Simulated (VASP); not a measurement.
# LaSi3Ru (I4mm) in VASP: single point with LDA

Aim: the single point of LaSi3Ru with LDA.

Program: VASP 6.6.1. These are calculated values, not measurements. Logs are shortened: lines on timing, memory, paths and dates and some standing lists are left out, and cuts for length are marked.

## 1. The cell of the first run

Symmetry: I4mm, No. 107, tetragonal system. The conventional cell has a = 4.265 Å, b = 4.265 Å, c = 9.964 Å, α = 90.00°, β = 90.00°, γ = 90.00°. La (site symmetry 4mm) has 13 Si at 3.12 to 4.17 Å and 5 Ru at 3.39 to 3.42 Å and 4 La at 4.27 Å within 4.3 Å. Within 3.2 Å of Si (site symmetry 4mm) lie 1 Ru at 2.37 Å and 4 Si at 2.65 Å and 4 La at 3.12 Å. Within 3.2 Å of Si (site symmetry 2mm) lie 2 Ru at 2.38 Å and 6 Si at 2.65 to 3.02 Å and 2 La at 3.19 Å. Ru (site symmetry 4mm) has 5 Si at 2.37 to 2.38 Å within 3.1 Å.

## 2. Single point, LDA

POSCAR

```
LaSi3Ru
1.0
   -2.1327285000      2.1327285000      4.9822325000
    2.1327285000     -2.1327285000      4.9822325000
    2.1327285000      2.1327285000     -4.9822325000
La Si Ru
1 3 1
Direct
    0.9992940000      0.9992940000      0.0000000000
    0.4177280000      0.4177280000      0.0000000000
    0.2606650000      0.7606650000      0.5000000000
    0.7606650000      0.2606650000      0.5000000000
    0.6556500000      0.6556500000      0.0000000000
```

INCAR.step1

```
ALGO = Normal
EDIFF = 1E-6
ENCUT = 400
GGA_COMPAT = F
ISIF = 2
ISMEAR = -1
LASPH = T
LCHARG = T
LMAXMIX = 6
LORBIT = 11
LREAL = F
LWAVE = F
NBANDS = 26
NEDOS = 2001
NELM = 200
PREC = Accurate
SIGMA = 0.05
```

KPOINTS.step1

```
k-points
0
Gamma
  9 9 9
```

INCAR.step2

```
ALGO = Normal
EDIFF = 1E-6
ENCUT = 400
GGA_COMPAT = F
ICHARG = 11
ISIF = 2
ISMEAR = -5
LASPH = T
LCHARG = F
LMAXMIX = 6
LORBIT = 11
LREAL = F
LWAVE = F
NBANDS = 26
NEDOS = 2001
NELM = 200
PREC = Accurate
SIGMA = 0.05
```

KPOINTS.step2

```
k-points
0
Gamma
  14 14 14
```

Potentials or basis: VASP PAW LDA potentials, release 64 (La, Si, Ru_pv).

Launch:

```
> cat potpaw_LDA.64/La/POTCAR potpaw_LDA.64/Si/POTCAR potpaw_LDA.64/Ru_pv/POTCAR > POTCAR
> cp INCAR.step1 INCAR
> cp KPOINTS.step1 KPOINTS
> mpirun -np 1 vasp_std > vasp.out
> cp INCAR.step2 INCAR
> cp KPOINTS.step2 KPOINTS
> mpirun -np 1 vasp_std > vasp.out
```

OUTCAR:

```text
EDIFF = 1E-6
   ENCUT = 400
   ICHARG = 11
   ISIF = 2
   ISMEAR = -5
   LASPH = T
   LORBIT = 11
   LREAL = F
   NELM = 200
   PREC = Accurate

 ion  position               nearest neighbor table
   1  0.999  0.999  0.000-   2 3.12   2 3.12   2 3.12   2 3.12   4 3.19   3 3.19   3 3.19   4 3.19
                             4 3.37   3 3.37   4 3.37   3 3.37   5 3.39   5 3.39   5 3.39   5 3.39
   2  0.418  0.418  0.000-   5 2.37   4 2.65   3 2.65   3 2.65   4 2.65   1 3.12   1 3.12   1 3.12
                             1 3.12
   3  0.261  0.761  0.500-   5 2.38   5 2.38   2 2.65   2 2.65   4 3.02   4 3.02   4 3.02   4 3.02
                             1 3.19   1 3.19   1 3.37   1 3.37
   4  0.761  0.261  0.500-   5 2.38   5 2.38   2 2.65   2 2.65   3 3.02   3 3.02   3 3.02   3 3.02
                             1 3.19   1 3.19   1 3.37   1 3.37
   5  0.656  0.656  0.000-   2 2.37   4 2.38   3 2.38   3 2.38   4 2.38   1 3.39   1 3.39   1 3.39
                             1 3.39   1 3.42

  LATTYP: Found a body centered tetragonal cell.
 ALAT       =     4.2654570000
 C/A-ratio  =     2.3360838006

  Lattice vectors:

 A1 = (  -2.1327285000,   2.1327285000,   4.9822325000)
 A2 = (   2.1327285000,  -2.1327285000,   4.9822325000)
 A3 = (   2.1327285000,   2.1327285000,  -4.9822325000)

Analysis of symmetry for initial positions (statically):
=====================================================================
 Subroutine PRICEL returns:
 Original cell was already a primitive cell.

 Routine SETGRP: Setting up the symmetry group for a
 body centered tetragonal supercell.

 Subroutine GETGRP returns: Found  8 space group operations
 (whereof  8 operations were pure point group operations)
 out of a pool of 16 trial point group operations.

The static configuration has the point symmetry C_4v.

Analysis of symmetry for dynamics (positions and initial velocities):
=====================================================================
 Subroutine PRICEL returns:
 Original cell was already a primitive cell.

 Routine SETGRP: Setting up the symmetry group for a
 body centered tetragonal supercell.

 Subroutine GETGRP returns: Found  8 space group operations
 (whereof  8 operations were pure point group operations)
 out of a pool of 16 trial point group operations.

The dynamic configuration has the point symmetry C_4v.

 Subroutine INISYM returns: Found  8 space group operations
 (whereof  8 operations are pure point group operations),
 and found     1 'primitive' translations

----------------------------------------------------------------------------------------

                                     Primitive cell

  volume of cell :      90.6474

  direct lattice vectors                    reciprocal lattice vectors
    -2.132728500  2.132728500  4.982232500     0.000000000  0.234441468  0.100356617
     2.132728500 -2.132728500  4.982232500     0.234441468  0.000000000  0.100356617
     2.132728500  2.132728500 -4.982232500     0.234441468  0.234441468  0.000000000

  length of vectors
     5.824062362  5.824062362  5.824062362     0.255018141  0.255018141  0.331550303

  position of ions in fractional coordinates (direct lattice)
     0.999294000  0.999294000  0.000000000
     0.417728000  0.417728000  0.000000000
     0.260665000  0.760665000  0.500000000
     0.760665000  0.260665000  0.500000000
     0.655650000  0.655650000  0.000000000

  ion indices of the primitive-cell ions
   primitive index   ion index
                 1           1
                 2           2
                 3           3
                 4           4
                 5           5

----------------------------------------------------------------------------------------

 KPOINTS: k-points

Automatic generation of k-mesh.
 Grid dimensions read from file:
 generate k-points for:   14   14   14

 Generating k-lattice:

  Cartesian coordinates                     Fractional coordinates (reciprocal lattice)
     0.000000000  0.016745819  0.007168330     0.071428571 -0.000000000  0.000000000
     0.016745819  0.000000000  0.007168330    -0.000000000  0.071428571  0.000000000
     0.016745819  0.016745819  0.000000000     0.000000000  0.000000000  0.071428571

  Length of vectors
     0.018215582  0.018215582  0.023682165

  Shift w.r.t. Gamma in fractional coordinates (k-lattice)
     0.000000000  0.000000000  0.000000000

 TETIRR: Found   3499 inequivalent tetrahedra from    16464

 Subroutine IBZKPT returns following result:
 ===========================================

 Found    244 irreducible k-points:

 Following reciprocal coordinates:
            Coordinates               Weight
  0.000000  0.000000  0.000000      1.000000
  0.071429  0.000000  0.000000      8.000000
  0.142857  0.000000  0.000000      8.000000
  0.214286  0.000000  0.000000      8.000000
  0.285714  0.000000  0.000000      8.000000
  0.357143  0.000000 -0.000000      8.000000
[... 16 lines left out ...]
  0.214286  0.142857 -0.000000     16.000000
  0.285714  0.142857  0.000000     16.000000
 [... further k-points ...]
   k-points           NKPTS =    244   k-points in BZ     NKDIM =    244   number of bands    NBANDS=     26
   number of dos      NEDOS =   2001   number of ions     NIONS =      5
   total plane-waves  NPLWV =  64000
   dimension x,y,z NGX =    40 NGY =   40 NGZ =   40
   dimension x,y,z NGXF=    80 NGYF=   80 NGZF=   80
   ions per type =               1   3   1
   NGX,Y,Z   is equivalent  to a cutoff of  11.42, 11.42, 11.42 a.u.
   NGXF,Y,Z  is equivalent  to a cutoff of  22.84, 22.84, 22.84 a.u.
 SYSTEM =  unknown system
   PREC   = accura    normal or accurate (medium, high low for compatibility)
   ISTART =      0    job   : 0-new  1-cont  2-samecut
   ICHARG =     11    charge: 1-file 2-atom 10-const
   ISPIN  =      1    spin polarized calculation?
   LNONCOLLINEAR =      F non collinear calculations
   LSORBIT =      F    spin-orbit coupling
   LASPH  =      T    aspherical Exc in radial PAW
   ENCUT  =  400.0 eV  29.40 Ry    5.42 a.u.   9.50  9.50  9.50*2*pi/ulx,y,z
   NELM   =    200;   NELMIN=  2; NELMDL=  0     # of ELM steps
   EDIFF  = 0.1E-05   stopping-criterion for ELM
   LREAL  =      F    real-space projection
   EDIFFG = 0.1E-04   stopping-criterion for IOM
   NSW    =      0    number of steps for IOM
   IBRION =     -1    ionic relax: 0-MD 1-quasi-New 2-CG
   NFREE  =      0    steps in history (QN), initial steepest desc. (CG)
   ISIF   =      2    stress and relaxation
   ISYM   =      2    0-nonsym 1-usesym 2-fastsym
   POTIM  = 0.5000    time-step for ionic-motion
   TEBEG  =    0.0;   TEEND  =   0.0 temperature during run
   PSTRESS=    0.0 pullay stress
   NELECT =      37.0000    total number of electrons
   NUPDOWN=      -1.0000    fix difference up-down
   EMIN   =  10.00;   EMAX   =-10.00  energy-range for DOS
   EFERMI =   0.00;   METHOD = LEGACY
   ISMEAR =    -5;   SIGMA  =   0.05  broadening in eV -4-tet -1-fermi 0-gaus
   EFERMI_NEDOS =   21; number of points for ismear=-14 and -15
   IALGO  =     38    algorithm
   IMIX   =      4    mixing-type and parameters
     AMIX     =   0.40;   BMIX     =  1.00
     AMIX_MAG =   1.60;   BMIX_MAG =  1.00
  volume/ion in A,a.u.               =      18.13       122.34
  Fermi-wavevector in a.u.,A,eV,Ry     =   1.214387  2.294858 20.064991  1.474735
  Thomas-Fermi vector in A             =   2.349808
   LORBIT       =     11    0 simple, 1 ext, 2 COOP (PROOUT), +10 PAW based schemes
   GGA     = CA    functional components
   LHFCALC =     F    Hartree Fock is set to
   AEXX    =    0.0000 exact exchange contribution
   IVDW    =     0    specifies the selected vdW correction
   LEPSILON=     F    determine dielectric tensor
   LRPA    =     F    only Hartree local field effects (RPA)
 non-spin polarized calculation
 Fermi weights with tetrahedron method with Bloechl corrections
  energy-cutoff  :      400.00
  volume of cell :       90.65
 maximum number of plane-waves:      1660
 NGX is ok and might be reduce to    40

 number of electron      36.9999998 magnetization

 Free energy of the ion-electron system (eV)
  ---------------------------------------------------
  ext. energy  EPLUGINS =         0.00000000
  ---------------------------------------------------
  free energy    TOTEN  =       -37.93028660 eV

  energy without entropy =      -37.93028660  energy(sigma->0) =      -37.93028660

 E-fermi :   9.3500     XC(G=0): -11.3042

 val. band max:        9.3954331749   @ k =  -0.2143  -0.4286   0.2143
 cond. band min:       9.3193285681   @ k =  -0.3571  -0.3571   0.3571
 fundamental gap:     -0.0761046068
 Fermi energy:         9.3500458685

 k-point     1 :       0.0000    0.0000    0.0000
  band No.  band energies     occupation
      1     -32.5902      2.00000
      2     -32.5902      2.00000
      3     -32.5813      2.00000
      4     -22.5782      2.00000
      5      -6.5828      2.00000
      6      -6.3367      2.00000
[... 18 lines left out ...]
     25      11.7710      0.00000
     26      12.0182      0.00000

 k-point     2 :       0.0714    0.0000    0.0000
  band No.  band energies     occupation
      1     -32.5905      2.00000
      2     -32.5902      2.00000
      3     -32.5812      2.00000
      4     -22.5772      2.00000
      5      -6.5829      2.00000
      6      -6.3595      2.00000
[... 18 lines left out ...]
     25      11.7748      0.00000
[... 608 lines left out ...]
     25      11.8820      0.00000
     26      12.1135      0.00000

 k-point    24 :       0.2857    0.1429    0.0000
  band No.  band energies     occupation
      1     -32.5929      2.00000
      2     -32.5909      2.00000
      3     -32.5806      2.00000
      4     -22.5629      2.00000
      5      -6.6265      2.00000
      6      -6.5441      2.00000
[... 18 lines left out ...]
     25      11.8895      0.00000
     26      12.0548      0.00000

 [... further k-points ...]

------------------------ aborting loop because EDIFF is reached ----------------------------------------

  FORCE on cell =-STRESS in cart. coord.  units (eV):
  Direction    XX          YY          ZZ          XY          YZ          ZX
  --------------------------------------------------------------------------------------
  -------------------------------------------------------------------------------------
  Total       -2.9154998     -2.9154998     -3.1027511      0.0000000      0.0000000      0.0000000
  in kB      -51.5309882    -51.5309882    -54.8406248      0.0000000      0.0000000      0.0000000
  external PRESSURE =     -52.6342004 kB  Pullay stress =       0.0000000 kB

 VOLUME and BASIS-vectors are now :
 -----------------------------------------------------------------------------
  energy-cutoff  :      400.00
  volume of cell :       90.65
      direct lattice vectors                 reciprocal lattice vectors
    -2.132728500  2.132728500  4.982232500     0.000000000  0.234441468  0.100356617
     2.132728500 -2.132728500  4.982232500     0.234441468  0.000000000  0.100356617
     2.132728500  2.132728500 -4.982232500     0.234441468  0.234441468  0.000000000

 POSITION                                       TOTAL-FORCE (eV/Angst)
 -----------------------------------------------------------------------------------
      0.00000      0.00000      9.95743         0.000000      0.000000     -0.058222
      0.00000      0.00000      4.16244        -0.000000     -0.000000      0.206331
      2.13273      0.00000      2.59739         0.000000      0.000000     -0.091108
      0.00000      2.13273      2.59739         0.000000      0.000000     -0.091108
      0.00000      0.00000      6.53320         0.000000      0.000000      0.034106
 -----------------------------------------------------------------------------------
    total drift:                                0.000000      0.000000      0.000552

  FREE ENERGIE OF THE ION-ELECTRON SYSTEM (eV)
  ---------------------------------------------------
  free  energy   TOTEN  =       -37.9302866022 eV

  energy  without entropy=      -37.9302866022  energy(sigma->0) =      -37.93028660

 total charge

# of ion       s       p       d       f       tot
--------------------------------------------------
    1        2.030   5.637   0.778   0.166   8.611
    2        0.798   0.855   0.000   0.000   1.653
    3        0.788   0.831   0.000   0.000   1.619
    4        0.788   0.831   0.000   0.000   1.619
    5        0.385   6.295   6.252   0.000  12.932
--------------------------------------------------
tot          4.789  14.449   7.029   0.166  26.434
```

It took 4.5 min on 1 thread of AMD EPYC 9R45 (Zen 5), shared host; peak memory 0.51 GiB.

Results:

| Quantity | Value |
| --- | --- |
| Valence electrons inside the program's atomic spheres | La 8.61; Si 1.65, 1.62 (each value once); Ru 12.93 |

Levels at points of the mesh, in eV from the Fermi level:
| k point | band 16 | band 17 | band 18 | band 19 | band 20 | band 21 | band 22 | band 23 |
| --- | --- | --- | --- | --- | --- | --- | --- | --- |
| (0.00, 0.00, 0.00) | -1.73 | -0.79 | -0.79 | 0.56 | 0.56 | 1.71 | 2.27 | 2.34 |
| (0.50, 0.00, 0.00) | -1.75 | -1.45 | -0.98 | 0.00 | 0.68 | 1.92 | 2.41 | 2.46 |
| (0.50, 0.50, 0.00) | -2.01 | -1.99 | -1.30 | -0.93 | 2.15 | 2.17 | 2.41 | 2.54 |
| (0.50, 0.50, 0.50) | -1.73 | -1.59 | 0.27 | 1.08 | 1.08 | 1.63 | 1.79 | 2.22 |

Caveat: spin-orbit coupling is left out, which moves the levels of the heavy elements; tetrahedron occupations give inexact forces and stress in metals.
